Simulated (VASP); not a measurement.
# InSe (P6_3/mmc) in VASP: single point with PBE

Aim: the single point of InSe with PBE.

Everything below comes from runs of VASP 6.6.1. Logs are shortened: lines on timing, memory, paths and dates and some standing lists are left out, and cuts for length are marked.

## (1) The cell of the first run

Symmetry: P6_3/mmc, No. 194, hexagonal system. Conventional cell: a = 4.090 Å, b = 4.090 Å, c = 18.403 Å, α = 90.00°, β = 90.00°, γ = 120.00°. Within 3.5 Å of In (site symmetry 3m) lie 3 Se at 2.68 Å and 1 In at 2.83 Å. Within 3.5 Å of Se (site symmetry 3m) lie 3 In at 2.68 Å.

## (2) Single point, PBE

File INCAR:

```
  ALGO = Normal
  EDIFF = 1E-7
  ENCUT = 520
  GGA = PE
  ISIF = 2
  ISMEAR = 0
  LASPH = T
  LCHARG = T
  LELF = T
  LREAL = F
  LVHAR = T
  LWAVE = F
  NBANDS = 48
  NELM = 60
  PREC = Accurate
  SIGMA = 0.05
```

File KPOINTS:

```
k-points
0
Gamma
  12 12 2
```

File POSCAR:

```
InSe
1.0
    4.0896281733      0.0000000000      0.0000000000
   -2.0448140866      3.5417218901      0.0000000000
    0.0000000000      0.0000000000     18.4030146391
In Se
4 4
Direct
    0.3333333333      0.6666666667      0.1732335372
    0.6666666667      0.3333333333      0.6732335372
    0.3333333333      0.6666666667      0.3267664628
    0.6666666667      0.3333333333      0.8267664628
    0.3333333333      0.6666666667      0.6041695082
    0.6666666667      0.3333333333      0.1041695082
    0.3333333333      0.6666666667      0.8958304918
    0.6666666667      0.3333333333      0.3958304918
```

Potentials or basis: VASP PAW PBE potentials, release 64 (In_d, Se).

On the command line:

```console
$ cat potpaw_PBE.64/In_d/POTCAR potpaw_PBE.64/Se/POTCAR > POTCAR
$ mpirun -np 1 vasp_std > vasp.out
```

OUTCAR:

```text
EDIFF = 1E-7
   ENCUT = 520
   GGA = PE
   ISIF = 2
   ISMEAR = 0
   LASPH = T
   LREAL = F
   NELM = 60
   PREC = Accurate

 ion  position               nearest neighbor table
   1  0.333  0.667  0.173-   6 2.68   6 2.68   6 2.68   3 2.83
   2  0.667  0.333  0.673-   5 2.68   5 2.68   5 2.68   4 2.83
   3  0.333  0.667  0.327-   8 2.68   8 2.68   8 2.68   1 2.83
   4  0.667  0.333  0.827-   7 2.68   7 2.68   7 2.68   2 2.83
   5  0.333  0.667  0.604-   2 2.68   2 2.68   2 2.68
   6  0.667  0.333  0.104-   1 2.68   1 2.68   1 2.68
   7  0.333  0.667  0.896-   4 2.68   4 2.68   4 2.68
   8  0.667  0.333  0.396-   3 2.68   3 2.68   3 2.68

  LATTYP: Found a hexagonal cell.
 ALAT       =     4.0896281733
 C/A-ratio  =     4.4999236750

  Lattice vectors:

 A1 = (   4.0896281733,   0.0000000000,   0.0000000000)
 A2 = (  -2.0448140866,   3.5417218901,   0.0000000000)
 A3 = (   0.0000000000,   0.0000000000,  18.4030146391)

Analysis of symmetry for initial positions (statically):
=====================================================================
 Subroutine PRICEL returns:
 Original cell was already a primitive cell.

 Routine SETGRP: Setting up the symmetry group for a
 hexagonal supercell.

 Subroutine GETGRP returns: Found 24 space group operations
 (whereof 12 operations were pure point group operations)
 out of a pool of 24 trial point group operations.

The static configuration has the point symmetry D_3d.
 The point group associated with its full space group is D_6h.

Analysis of symmetry for dynamics (positions and initial velocities):
=====================================================================
 Subroutine PRICEL returns:
 Original cell was already a primitive cell.

 Routine SETGRP: Setting up the symmetry group for a
 hexagonal supercell.

 Subroutine GETGRP returns: Found 24 space group operations
 (whereof 12 operations were pure point group operations)
 out of a pool of 24 trial point group operations.

The dynamic configuration has the point symmetry D_3d.
 The point group associated with its full space group is D_6h.

 Subroutine INISYM returns: Found 24 space group operations
 (whereof 12 operations are pure point group operations),
 and found     1 'primitive' translations

----------------------------------------------------------------------------------------

                                     Primitive cell

  volume of cell :     266.5553

  direct lattice vectors                    reciprocal lattice vectors
     4.089628173  0.000000000  0.000000000     0.244521007  0.141174269  0.000000000
    -2.044814087  3.541721890  0.000000000     0.000000000  0.282348539  0.000000000
     0.000000000  0.000000000 18.403014639     0.000000000  0.000000000  0.054338923

  length of vectors
     4.089628173  4.089628173 18.403014639     0.282348539  0.282348539  0.054338923

  position of ions in fractional coordinates (direct lattice)
     0.333333333  0.666666667  0.173233537
     0.666666667  0.333333333  0.673233537
     0.333333333  0.666666667  0.326766463
     0.666666667  0.333333333  0.826766463
     0.333333333  0.666666667  0.604169508
     0.666666667  0.333333333  0.104169508
     0.333333333  0.666666667  0.895830492
     0.666666667  0.333333333  0.395830492

  ion indices of the primitive-cell ions
   primitive index   ion index
                 1           1
                 2           2
                 3           3
                 4           4
                 5           5
                 6           6
                 7           7
                 8           8

----------------------------------------------------------------------------------------

 KPOINTS: k-points

Automatic generation of k-mesh.
 Grid dimensions read from file:
 generate k-points for:   12   12    2

 Generating k-lattice:

  Cartesian coordinates                     Fractional coordinates (reciprocal lattice)
     0.020376751  0.011764522  0.000000000     0.083333333  0.000000000  0.000000000
     0.000000000  0.023529045  0.000000000     0.000000000  0.083333333  0.000000000
     0.000000000  0.000000000  0.027169462     0.000000000  0.000000000  0.500000000

  Length of vectors
     0.023529045  0.023529045  0.027169462

  Shift w.r.t. Gamma in fractional coordinates (k-lattice)
     0.000000000  0.000000000  0.000000000

 Subroutine IBZKPT returns following result:
 ===========================================

 Found     38 irreducible k-points:

 Following reciprocal coordinates:
            Coordinates               Weight
  0.000000  0.000000  0.000000      1.000000
  0.083333  0.000000  0.000000      6.000000
  0.166667  0.000000  0.000000      6.000000
  0.250000 -0.000000  0.000000      6.000000
  0.333333  0.000000  0.000000      6.000000
  0.416667  0.000000  0.000000      6.000000
[... 16 lines left out ...]
  0.250000 -0.000000  0.500000      6.000000
  0.333333  0.000000  0.500000      6.000000
 [... further k-points ...]
   k-points           NKPTS =     38   k-points in BZ     NKDIM =     38   number of bands    NBANDS=     48
   number of dos      NEDOS =    301   number of ions     NIONS =      8
   total plane-waves  NPLWV = 126000
   dimension x,y,z NGX =    30 NGY =   30 NGZ =  140
   dimension x,y,z NGXF=    60 NGYF=   60 NGZF=  280
   ions per type =               4   4
   NGX,Y,Z   is equivalent  to a cutoff of  12.20, 12.20, 12.65 a.u.
   NGXF,Y,Z  is equivalent  to a cutoff of  24.39, 24.39, 25.29 a.u.
 SYSTEM =  unknown system
   PREC   = accura    normal or accurate (medium, high low for compatibility)
   ISTART =      0    job   : 0-new  1-cont  2-samecut
   ICHARG =      2    charge: 1-file 2-atom 10-const
   ISPIN  =      1    spin polarized calculation?
   LNONCOLLINEAR =      F non collinear calculations
   LSORBIT =      F    spin-orbit coupling
   LASPH  =      T    aspherical Exc in radial PAW
   ENCUT  =  520.0 eV  38.22 Ry    6.18 a.u.   7.60  7.60 34.22*2*pi/ulx,y,z
   NELM   =     60;   NELMIN=  2; NELMDL= -5     # of ELM steps
   EDIFF  = 0.1E-06   stopping-criterion for ELM
   LREAL  =      F    real-space projection
   EDIFFG = 0.1E-05   stopping-criterion for IOM
   NSW    =      0    number of steps for IOM
   IBRION =     -1    ionic relax: 0-MD 1-quasi-New 2-CG
   NFREE  =      0    steps in history (QN), initial steepest desc. (CG)
   ISIF   =      2    stress and relaxation
   ISYM   =      2    0-nonsym 1-usesym 2-fastsym
   POTIM  = 0.5000    time-step for ionic-motion
   TEBEG  =    0.0;   TEEND  =   0.0 temperature during run
   PSTRESS=    0.0 pullay stress
   NELECT =      76.0000    total number of electrons
   NUPDOWN=      -1.0000    fix difference up-down
   EMIN   =  10.00;   EMAX   =-10.00  energy-range for DOS
   EFERMI =   0.00;   METHOD = LEGACY
   ISMEAR =     0;   SIGMA  =   0.05  broadening in eV -4-tet -1-fermi 0-gaus
   EFERMI_NEDOS =   21; number of points for ismear=-14 and -15
   IALGO  =     38    algorithm
   IMIX   =      4    mixing-type and parameters
     AMIX     =   0.40;   BMIX     =  1.00
     AMIX_MAG =   1.60;   BMIX_MAG =  1.00
  volume/ion in A,a.u.               =      33.32       224.85
  Fermi-wavevector in a.u.,A,eV,Ry     =   1.077499  2.036178 15.796425  1.161004
  Thomas-Fermi vector in A             =   2.213413
   LORBIT       =      0    0 simple, 1 ext, 2 COOP (PROOUT), +10 PAW based schemes
   GGA     = PE    functional components
   LHFCALC =     F    Hartree Fock is set to
   AEXX    =    0.0000 exact exchange contribution
   IVDW    =     0    specifies the selected vdW correction
   LEPSILON=     F    determine dielectric tensor
   LRPA    =     F    only Hartree local field effects (RPA)
 non-spin polarized calculation
 Gauss-broadening in eV      SIGMA  =   0.05
  energy-cutoff  :      520.00
  volume of cell :      266.56
 maximum number of plane-waves:      7251
   NGX = 15   NGY = 15   NGZ = 69

 number of electron      76.0000020 magnetization

 Free energy of the ion-electron system (eV)
  ---------------------------------------------------
  ext. energy  EPLUGINS =         0.00000000
  ---------------------------------------------------
  free energy    TOTEN  =       -28.45022825 eV

  energy without entropy =      -28.45022825  energy(sigma->0) =      -28.45022825

 E-fermi :   2.8693     XC(G=0):  -8.2193

 val. band max:        2.6427164946   @ k =   0.0000   0.0000   0.0000
 cond. band min:       3.3282963569   @ k =   0.0000   0.0000   0.0000
 fundamental gap:      0.6855798623
 Fermi energy:         2.8692726759

 k-point     1 :       0.0000    0.0000    0.0000
  band No.  band energies     occupation
      1     -11.7842      2.00000
      2     -11.7842      2.00000
      3     -11.6137      2.00000
      4     -11.6137      2.00000
      5     -11.6137      2.00000
      6     -11.6137      2.00000
[... 40 lines left out ...]
     47       8.3259      0.00000
     48       8.3288      0.00000

 k-point     2 :       0.0833    0.0000    0.0000
  band No.  band energies     occupation
      1     -11.7838      2.00000
      2     -11.7838      2.00000
      3     -11.6338      2.00000
      4     -11.6333      2.00000
      5     -11.6127      2.00000
      6     -11.6126      2.00000
[... 40 lines left out ...]
     47       7.9716      0.00000
     48       8.1345      0.00000

 k-point     3 :       0.1667    0.0000    0.0000
  band No.  band energies     occupation
      1     -11.7859      2.00000
      2     -11.7858      2.00000
      3     -11.6797      2.00000
      4     -11.6783      2.00000
      5     -11.6183      2.00000
      6     -11.6167      2.00000
[... 40 lines left out ...]
     47       7.3710      0.00000
     48       7.6350      0.00000

 k-point     4 :       0.2500   -0.0000    0.0000
  band No.  band energies     occupation
      1     -11.8030      2.00000
      2     -11.8023      2.00000
      3     -11.7177      2.00000
      4     -11.7164      2.00000
      5     -11.6826      2.00000
      6     -11.6804      2.00000
[... 958 lines left out ...]
     47       7.5052      0.00000
     48       7.5052      0.00000

 k-point    23 :       0.2500   -0.0000    0.5000
  band No.  band energies     occupation
      1     -11.8027      2.00000
      2     -11.8027      2.00000
      3     -11.7171      2.00000
      4     -11.7171      2.00000
      5     -11.6815      2.00000
      6     -11.6815      2.00000
[... 40 lines left out ...]
     47       7.4413      0.00000
     48       7.4413      0.00000

 k-point    24 :       0.3333    0.0000    0.5000
  band No.  band energies     occupation
      1     -11.8380      2.00000
      2     -11.8380      2.00000
      3     -11.7360      2.00000
      4     -11.7360      2.00000
      5     -11.7286      2.00000
      6     -11.7286      2.00000
[... 40 lines left out ...]
     47       7.4521      0.00000
     48       7.4521      0.00000

 [... further k-points ...]

------------------------ aborting loop because EDIFF is reached ----------------------------------------

  FORCE on cell =-STRESS in cart. coord.  units (eV):
  Direction    XX          YY          ZZ          XY          YZ          ZX
  --------------------------------------------------------------------------------------
  -------------------------------------------------------------------------------------
  Total        0.0236543      0.0236543      0.1084744      0.0000000      0.0000000      0.0000000
  in kB        0.1421780      0.1421780      0.6520042      0.0000000      0.0000000      0.0000000
  external PRESSURE =       0.3121201 kB  Pullay stress =       0.0000000 kB

 VOLUME and BASIS-vectors are now :
 -----------------------------------------------------------------------------
  energy-cutoff  :      520.00
  volume of cell :      266.56
      direct lattice vectors                 reciprocal lattice vectors
     4.089628173  0.000000000  0.000000000     0.244521007  0.141174269  0.000000000
    -2.044814087  3.541721890  0.000000000     0.000000000  0.282348539  0.000000000
     0.000000000  0.000000000 18.403014639     0.000000000  0.000000000  0.054338923

 POSITION                                       TOTAL-FORCE (eV/Angst)
 -----------------------------------------------------------------------------------
     -0.00000      2.36115      3.18802        -0.000000      0.000000      0.014618
      2.04481      1.18057     12.38953        -0.000000     -0.000000      0.014618
     -0.00000      2.36115      6.01349        -0.000000      0.000000     -0.014618
      2.04481      1.18057     15.21500        -0.000000      0.000000     -0.014618
     -0.00000      2.36115     11.11854         0.000000      0.000000     -0.015035
      2.04481      1.18057      1.91703         0.000000     -0.000000     -0.015035
     -0.00000      2.36115     16.48598         0.000000      0.000000      0.015035
      2.04481      1.18057      7.28447         0.000000     -0.000000      0.015035
 -----------------------------------------------------------------------------------
    total drift:                               -0.000000      0.000000     -0.000000

  FREE ENERGIE OF THE ION-ELECTRON SYSTEM (eV)
  ---------------------------------------------------
  free  energy   TOTEN  =       -28.4502282543 eV

  energy  without entropy=      -28.4502282543  energy(sigma->0) =      -28.45022825
```

Run time: 11 min. Hardware: 1 thread of AMD EPYC 7R13, shared host; peak memory 0.57 GiB.

Results:

```yaml
Free_energy: -28.4502 eV
Pressure: 0.0 GPa
Largest_force: 0.015 eV/Å
Band_gap_on_the_k_mesh: 0.69 eV
```

Forces on the atoms (eV/Å):
```
In   0.000  0.000  0.015
In   0.000  0.000  0.015
In   0.000  0.000 -0.015
In   0.000  0.000 -0.015
Se   0.000  0.000 -0.015
Se   0.000  0.000 -0.015
Se   0.000  0.000  0.015
Se   0.000  0.000  0.015
```

Caveat: spin-orbit coupling is left out, which moves the levels of the heavy elements; this functional lacks dispersion, which binds layers or chains, so the pressure and a relaxed spacing across them are unreliable.
